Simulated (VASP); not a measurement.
Set up this calculation in VASP 6.6.1, as the native input.

```
Task                   : single point
Functional             : BLYP
Potentials or basis    : VASP PAW PBE potentials, release 64 (Zn)
Cutoff                 : 520 eV
k mesh                 : 17 × 17 × 9
Occupations            : fermi-dirac, width 0.1 eV
Spin                   : no spin polarisation
Dipole correction      : no
Further INCAR settings : ALGO = Normal; EDIFF = 1e-07; NBANDS = 19
```

The structure of Zn lies in POSCAR:

```
Zn
1.0
   -2.8928450805      2.5668978469      1.3330008132
    2.5668978469     -2.8928450805      1.3330008132
    3.0353088348      3.0353088348     -1.9299737685
Zn
2
Direct
    0.9856353095      0.0143646905      1.0000000000
    0.7643646905      0.2356353095      0.5000000000
```

The input as run:

INCAR

```
AGGAC = 1.0
AGGAX = 1.0
ALDAC = 0.0
ALDAX = 1.0
ALGO = Normal
EDIFF = 1E-7
ENCUT = 520
GGA = B5
ISIF = 2
ISMEAR = -1
LASPH = T
LCHARG = T
LELF = T
LREAL = F
LVHAR = T
LWAVE = F
NBANDS = 19
NELM = 60
PREC = Accurate
SIGMA = 0.1
```

KPOINTS

```
k-points
0
Gamma
  17 17 9
```

Potentials or basis: VASP PAW PBE potentials, release 64 (Zn).

Run with:

```sh
$ cat potpaw_PBE.64/Zn/POTCAR > POTCAR
$ mpirun -np 1 vasp_std > vasp.out
```

Results of the run:

| Item | Value |
| --- | --- |
| Pressure | -2.1 GPa |
| Largest force | 0.008 eV/Å |
| Band gap on the k mesh | zero (bands 12 and 13 overlap by 5.02 eV) |

Caveat: the PAW data sets were made with another functional, which shifts forces and pressure a little.

Wall time 5 min on 1 thread of Intel(R) Xeon(R) 6975P-C (Granite Rapids) (shared host), peak memory 0.51 GiB.
